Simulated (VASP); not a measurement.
# SiSb2 (Fm-3m) in VASP: further runs, part 3 of 3

VASP 6.6.1. Earlier steps stand in the parts before.

### Step 6. Relaxation of cell and atoms, PBE

File INCAR:

```
SYSTEM = SiSb2
  ALGO = Normal
  EDIFF = 1E-6
  EDIFFG = -0.01
  ENCUT = 600
  GGA = PE
  IBRION = 2
  ISIF = 3
  ISMEAR = 0
  LASPH = .True.
  LCHARG = .False.
  LREAL = .False.
  LWAVE = .False.
  NELM = 80
  NSW = 100
  PREC = Accurate
  SIGMA = 0.1
```

File KPOINTS:

```
k-points
0
Gamma
  12 12 12
  0 0 0
```

File POSCAR:

```
SiSb2
1.0
    0.0000000000      3.4163285113      3.4163285113
    3.4163285113      0.0000000000      3.4163285113
    3.4163285113      3.4163285113      0.0000000000
Si Sb
1 2
Direct
    0.0000000000      0.0000000000      0.0000000000
    0.2500000000      0.2500000000      0.2500000000
    0.7500000000      0.7500000000      0.7500000000
```

Potentials or basis: VASP PAW PBE potentials, release 64 (Si, Sb).

The run is started by

```sh
$ cat potpaw_PBE.64/Si/POTCAR potpaw_PBE.64/Sb/POTCAR > POTCAR
$ mpirun -np 1 vasp_std > vasp.out
```

OUTCAR:

```text
SYSTEM = SiSb2
   EDIFF = 1E-6
   EDIFFG = -0.01
   ENCUT = 600
   GGA = PE
   IBRION = 2
   ISIF = 3
   ISMEAR = 0
   LASPH = .True.
   LREAL = .False.
   NELM = 80
   NSW = 100
   PREC = Accurate

 ion  position               nearest neighbor table
   1  0.000  0.000  0.000-   2 2.96   3 2.96   3 2.96   3 2.96   3 2.96   2 2.96   2 2.96   2 2.96

   2  0.250  0.250  0.250-   1 2.96   1 2.96   1 2.96   1 2.96   3 3.42   3 3.42   3 3.42   3 3.42
                             3 3.42   3 3.42
   3  0.750  0.750  0.750-   1 2.96   1 2.96   1 2.96   1 2.96   2 3.42   2 3.42   2 3.42   2 3.42
                             2 3.42   2 3.42

  LATTYP: Found a face centered cubic cell.
 ALAT       =     6.8326570226

  Lattice vectors:

 A1 = (   0.0000000000,   3.4163285113,   3.4163285113)
 A2 = (   3.4163285113,   0.0000000000,   3.4163285113)
 A3 = (   3.4163285113,   3.4163285113,   0.0000000000)

Analysis of symmetry for initial positions (statically):
=====================================================================
 Subroutine PRICEL returns:
 Original cell was already a primitive cell.

 Routine SETGRP: Setting up the symmetry group for a
 face centered cubic supercell.

 Subroutine GETGRP returns: Found 48 space group operations
 (whereof 48 operations were pure point group operations)
 out of a pool of 48 trial point group operations.

The static configuration has the point symmetry O_h .

Analysis of symmetry for dynamics (positions and initial velocities):
=====================================================================
 Subroutine PRICEL returns:
 Original cell was already a primitive cell.

 Routine SETGRP: Setting up the symmetry group for a
 face centered cubic supercell.

 Subroutine GETGRP returns: Found 48 space group operations
 (whereof 48 operations were pure point group operations)
 out of a pool of 48 trial point group operations.

The dynamic configuration has the point symmetry O_h .

 Subroutine INISYM returns: Found 48 space group operations
 (whereof 48 operations are pure point group operations),
 and found     1 'primitive' translations

----------------------------------------------------------------------------------------

                                     Primitive cell

  volume of cell :      79.7460

  direct lattice vectors                    reciprocal lattice vectors
     0.000000000  3.416328511  3.416328511    -0.146355949  0.146355949  0.146355949
     3.416328511  0.000000000  3.416328511     0.146355949 -0.146355949  0.146355949
     3.416328511  3.416328511  0.000000000     0.146355949  0.146355949 -0.146355949

  length of vectors
     4.831418114  4.831418114  4.831418114     0.253495939  0.253495939  0.253495939

  position of ions in fractional coordinates (direct lattice)
     0.000000000  0.000000000  0.000000000
     0.250000000  0.250000000  0.250000000
     0.750000000  0.750000000  0.750000000

  ion indices of the primitive-cell ions
   primitive index   ion index
                 1           1
                 2           2
                 3           3

----------------------------------------------------------------------------------------

 KPOINTS: k-points

Automatic generation of k-mesh.
 Grid dimensions read from file:
 generate k-points for:   12   12   12
[... 56 lines left out ...]
   ISTART =      0    job   : 0-new  1-cont  2-samecut
   ICHARG =      2    charge: 1-file 2-atom 10-const
   ISPIN  =      1    spin polarized calculation?
   LNONCOLLINEAR =      F non collinear calculations
   LSORBIT =      F    spin-orbit coupling
   LASPH  =      T    aspherical Exc in radial PAW
   ENCUT  =  600.0 eV  44.10 Ry    6.64 a.u.   9.65  9.65  9.65*2*pi/ulx,y,z
   NELM   =     80;   NELMIN=  2; NELMDL= -5     # of ELM steps
   EDIFF  = 0.1E-05   stopping-criterion for ELM
   LREAL  =      F    real-space projection
   EDIFFG = -.1E-01   stopping-criterion for IOM
   NSW    =    100    number of steps for IOM
   IBRION =      2    ionic relax: 0-MD 1-quasi-New 2-CG
   NFREE  =      1    steps in history (QN), initial steepest desc. (CG)
   ISIF   =      3    stress and relaxation
   ISYM   =      2    0-nonsym 1-usesym 2-fastsym
   POTIM  = 0.5000    time-step for ionic-motion
   TEBEG  =    0.0;   TEEND  =   0.0 temperature during run
   PSTRESS=    0.0 pullay stress
   NELECT =      14.0000    total number of electrons
   NUPDOWN=      -1.0000    fix difference up-down
   EMIN   =  10.00;   EMAX   =-10.00  energy-range for DOS
   EFERMI =   0.00;   METHOD = LEGACY
   ISMEAR =     0;   SIGMA  =   0.10  broadening in eV -4-tet -1-fermi 0-gaus
   EFERMI_NEDOS =   21; number of points for ismear=-14 and -15
   IALGO  =     38    algorithm
   IMIX   =      4    mixing-type and parameters
     AMIX     =   0.40;   BMIX     =  1.00
     AMIX_MAG =   1.60;   BMIX_MAG =  1.00
  volume/ion in A,a.u.               =      26.58       179.38
  Fermi-wavevector in a.u.,A,eV,Ry     =   0.916673  1.732261 11.432837  0.840290
  Thomas-Fermi vector in A             =   2.041555
   LORBIT       =      0    0 simple, 1 ext, 2 COOP (PROOUT), +10 PAW based schemes
   GGA     = PE    functional components
   LHFCALC =     F    Hartree Fock is set to
   AEXX    =    0.0000 exact exchange contribution
   IVDW    =     0    specifies the selected vdW correction
   LEPSILON=     F    determine dielectric tensor
   LRPA    =     F    only Hartree local field effects (RPA)
 conjugate gradient relaxation of ions
 non-spin polarized calculation
 Gauss-broadening in eV      SIGMA  =   0.10
  energy-cutoff  :      600.00
  volume of cell :       79.75
 maximum number of plane-waves:      2701
   NGX = 19   NGY = 19   NGZ = 19

--------------------------------------- Ionic step        1  -------------------------------------------

 number of electron      14.0000000 magnetization

 Free energy of the ion-electron system (eV)
  ---------------------------------------------------
  ext. energy  EPLUGINS =         0.00000000
  ---------------------------------------------------
  free energy    TOTEN  =       -12.34885962 eV

  energy without entropy =      -12.33443206  energy(sigma->0) =      -12.34164584

------------------------ aborting loop because EDIFF is reached ----------------------------------------

  FORCE on cell =-STRESS in cart. coord.  units (eV):
  Direction    XX          YY          ZZ          XY          YZ          ZX
  --------------------------------------------------------------------------------------
  -------------------------------------------------------------------------------------
  Total       -0.3936247     -0.3936247     -0.3936247      0.0000000     -0.0000000      0.0000000
  in kB       -7.9083173     -7.9083173     -7.9083173      0.0000000     -0.0000000      0.0000000
  external PRESSURE =      -7.9083173 kB  Pullay stress =       0.0000000 kB
[... 61 lines left out ...]
--------------------------------------- Ionic step        3  -------------------------------------------

 number of electron      14.0000000 magnetization

 Free energy of the ion-electron system (eV)
  ---------------------------------------------------
  ext. energy  EPLUGINS =         0.00000000
  ---------------------------------------------------
  free energy    TOTEN  =       -12.35181850 eV

  energy without entropy =      -12.33767674  energy(sigma->0) =      -12.34474762

 E-fermi :   7.2627     XC(G=0):  -9.6868

 val. band max:        7.2609514569   @ k =   0.5000   0.2500   0.0000
 cond. band min:       7.2749042407   @ k =   0.3333   0.1667   0.0833
 fundamental gap:      0.0139527838
 Fermi energy:         7.2627483052

 k-point     1 :       0.0000    0.0000    0.0000
  band No.  band energies     occupation
      1      -5.4294      2.00000
      2       0.6663      2.00000
      3       3.7171      2.00000
      4       4.6642      2.00000
      5       4.6642      2.00000
      6       4.6642      2.00000
      7       5.5673      2.00000
      8       5.5673      2.00000
      9       5.5673      2.00000
     10       9.6543      0.00000
     11       9.6543      0.00000
[... 309 lines left out ...]
 k-point    24 :      -0.4167    0.1667    0.0000
  band No.  band energies     occupation
      1      -3.3700      2.00000
      2      -2.6407      2.00000
      3       0.4508      2.00000
      4       3.4761      2.00000
      5       3.7248      2.00000
      6       5.3922      2.00000
      7       6.4221      2.00000
      8       7.9259      0.00000
      9       8.6409      0.00000
     10      10.3093      0.00000
     11      10.4435      0.00000

 [... further k-points ...]

------------------------ aborting loop because EDIFF is reached ----------------------------------------

  FORCE on cell =-STRESS in cart. coord.  units (eV):
  Direction    XX          YY          ZZ          XY          YZ          ZX
  --------------------------------------------------------------------------------------
  -------------------------------------------------------------------------------------
  Total        0.0041739      0.0041739      0.0041739     -0.0000000     -0.0000000      0.0000000
  in kB        0.0851160      0.0851160      0.0851160     -0.0000000     -0.0000000      0.0000000
  external PRESSURE =       0.0851160 kB  Pullay stress =       0.0000000 kB
[... 18 lines left out ...]
  FREE ENERGIE OF THE ION-ELECTRON SYSTEM (eV)
  ---------------------------------------------------
  free  energy   TOTEN  =       -12.3518185034 eV

  energy  without entropy=      -12.3376767418  energy(sigma->0) =      -12.34474762

 reached required accuracy - stopping structural energy minimisation
```

Wall time 1.8 min (1 thread of Intel Xeon Platinum 8259CL at 2.50GHz (Skylake/Cascade Lake), shared host); peak memory 0.29 GiB.

Results:

```yaml
Free_energy: -12.3518 eV
Relaxed_volume: 26.19 Å³/atom
Relaxed_cell: a = 4.807 Å, b = 4.807 Å, c = 4.807 Å, α = 60.00°, β = 60.00°, γ = 60.00°
Space_group_after_relaxing_to_0.1_Å: Fm-3m (No. 225)
Energy_gained_by_relaxing: 1.0 meV/atom
Ionic_steps: 3
Pressure_after_relaxing: 0.0 GPa
Band_gap_on_the_k_mesh: zero (bands 7 and 8 overlap by 3.97 eV)
```

Step by step:
```
step  energy change (eV)  largest force (eV/Å)  pressure (GPa)  volume (Å³)
   1              0.0000                0.0000           -0.79        79.75
   2             -0.0027                0.0000            0.23        78.24
   3             -0.0030                0.0000            0.01        78.57
```

Final structure:
```cif
data_structure
_symmetry_space_group_name_H-M 'P 1'
_symmetry_Int_Tables_number 1
_cell_length_a 4.8075
_cell_length_b 4.8075
_cell_length_c 4.8075
_cell_angle_alpha 60.000
_cell_angle_beta 60.000
_cell_angle_gamma 60.000
_cell_volume 78.57
loop_
_atom_site_label
_atom_site_type_symbol
_atom_site_fract_x
_atom_site_fract_y
_atom_site_fract_z
_atom_site_occupancy
Si1 Si 0.00000 0.00000 0.00000 1
Sb1 Sb 0.25000 0.25000 0.25000 1
Sb2 Sb 0.75000 0.75000 0.75000 1
```

Caveat: spin-orbit coupling is left out, which moves the levels of the heavy elements.

### Step 7. The runs side by side

| task | cell | k mesh | cutoff (eV) | gap on the mesh (eV) | pressure (GPa) | relaxed volume (Å³/atom) |
| --- | --- | --- | --- | --- | --- | --- |
| single point | a = 4.831 Å, angles 60.0°, 3 atoms | 4 × 4 × 4 | 520 | none | 0.0 | - |
| single point | a = 4.607 Å, angles 60.0°, 3 atoms | 6 × 6 × 6 | 520 | none | 8.6 | - |
| relaxation of cell and atoms | relaxed from a = 4.607 Å, angles 60.0°, 3 atoms | 4 × 4 × 4 | 600 | none | 0.0 | 26.59 |
| single point | a = 4.809 Å, angles 60.0°, 3 atoms | 12 × 12 × 12 | 520 | none | 0.0 | - |
| relaxation of cell and atoms | relaxed from a = 4.831 Å, angles 60.0°, 3 atoms | 12 × 12 × 12 | 600 | none | 0.0 | 26.19 |

Alike in all rows: level PBE; potentials or basis VASP PAW PBE potentials, release 64 (Si, Sb); no spin polarisation; smearing gaussian 0.1 eV.

Caveats: some runs use coarse meshes; spin-orbit coupling is left out, which moves the levels of the heavy elements; the cell stands under pressure (at least some runs); the volume moved by over 15 % at a fixed basis, so the end points are rough (at least some runs).

Total energies depend on the potentials used, so only differences within one code and one set of settings carry meaning.
